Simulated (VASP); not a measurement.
## Fe: relaxation of cell and atoms with PBEsol

The system is Fe.

```
CELL_PARAMETERS angstrom
2.51184 0.00000 0.00000
-1.25592 2.17531 0.00000
0.00000 0.00000 3.97109
ATOMIC_POSITIONS crystal
Fe 0.33333 0.66667 0.25000
Fe 0.66667 0.33333 0.75000
```

This isn't the form of Fe at room conditions, which is bcc.

- Program: VASP 6.6.1
- Task: relaxation of cell and atoms
- Functional: PBEsol
- Potentials or basis: VASP PAW PBE potentials, release 64 (Fe)
- Cutoff: 600 eV
- k mesh: 12 × 12 × 6
- Occupations: gaussian, width 0.1 eV
- Spin: no spin polarisation
- Dipole correction: no
- Further INCAR settings: ALGO = Normal; EDIFF = 1e-06; IBRION = 2; EDIFFG = -0.05; NSW = 80; ISIF = 3

The relaxed volume is 9.80 Å³/atom. The relaxed cell is a = 2.429 Å, b = 2.429 Å, c = 3.838 Å, α = 90.00°, β = 90.00°, γ = 120.00°, the space group after relaxing (to 0.1 Å) is P6_3/mmc (No. 194) and the energy gained by relaxing is 94.6 meV/atom. The ionic steps are 4, the pressure after relaxing is -0.3 GPa and the band gap on the k mesh is zero (bands 8 and 9 overlap by 1.97 eV).

Stress tensor (GPa, compression positive):
```
-0.71  0.00  0.00
 0.00 -0.71  0.00
 0.00  0.00  0.51
```

The path:
| step | energy change (eV) | largest force (eV/Å) | pressure (GPa) | volume (Å³) |
| --- | --- | --- | --- | --- |
| 1 | 0.0000 | 0.0000 | -26.07 | 21.70 |
| 2 | 0.4323 | 0.0000 | 78.09 | 16.61 |
| 3 | -0.1888 | 0.0000 | -1.57 | 19.68 |
| 4 | -0.1892 | 0.0000 | -0.30 | 19.61 |

Final structure:
```yaml
crystal:
  lattice:
    - [2.42879, 0.00000, 0.00000]
    - [-1.21439, 2.10339, 0.00000]
    - [0.00000, 0.00000, 3.83841]
  atoms:
    - { symbol: Fe, position: [0.33333, 0.66667, 0.25000] }
    - { symbol: Fe, position: [0.66667, 0.33333, 0.75000] }
```

Levels at points of the mesh, in eV from the Fermi level:
| k point | band 5 | band 6 | band 7 | band 8 | band 9 | band 10 | band 11 | band 12 |
| --- | --- | --- | --- | --- | --- | --- | --- | --- |
| (0.00, 0.00, 0.00) | -1.59 | -1.23 | -1.23 | -0.86 | -0.86 | 0.56 | 0.79 | 0.79 |
| (0.50, 0.00, 0.00) | -2.04 | -1.58 | -1.10 | 0.89 | 1.13 | 1.18 | 2.84 | 5.06 |
| (0.00, 0.00, 0.50) | -1.85 | -1.85 | -1.85 | -1.85 | 0.37 | 0.37 | 0.37 | 0.37 |
| (0.50, 0.00, 0.50) | -0.66 | -0.66 | 0.14 | 0.14 | 1.04 | 1.04 | 2.60 | 2.60 |

Wall time 85 s on 1 thread of Intel Xeon 8259CL, with other jobs on the host, peak memory 0.16 GiB.

Caveat: the PAW data sets were made with another functional, which shifts forces and pressure a little; the run has no spin polarisation, though such a crystal can be magnetic. Spin polarisation is off, so any magnetic state and its effect on volume and gap are missing.
